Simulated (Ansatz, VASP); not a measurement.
# Al in VASP and in Ansatz

```xyz
8
Lattice="5.1360 0.0000 0.0000 0.0000 5.1360 0.0000 0.0000 0.0000 5.1360" Properties=species:S:1:pos:R:3 pbc="T T T"
Al    5.1360    5.1360    5.1360
Al    2.5680    2.5680    2.5680
Al    1.2840    5.1360    2.5680
Al    3.8520    5.1360    2.5680
Al    2.5680    1.2840    0.0000
Al    2.5680    3.8520    0.0000
Al    0.0000    2.5680    1.2840
Al    0.0000    2.5680    3.8520
```

Alike in both runs: functional PBE; k mesh 5 × 5 × 5; occupations fermi-dirac, width 0.1 eV; no spin polarisation.

Ansatz relaxed the structure, and its values are those at the end. VASP's run is a single point on that final structure, the one shown.

|  | VASP | Ansatz |
| --- | --- | --- |
| version | VASP 6.6.1 | Ansatz 0.2.0 |
| potentials or method | VASP PAW PBE potentials, release 64 (Al), cutoff 520 eV | plane waves (420 eV) with PAW, scalar-relativistic |
| valence electrons in the cell | 24 | 24 |

|  | VASP | Ansatz | Ansatz less VASP |
| --- | --- | --- | --- |
| pressure (GPa) | 0.0 | 0.0 | +0.02 |
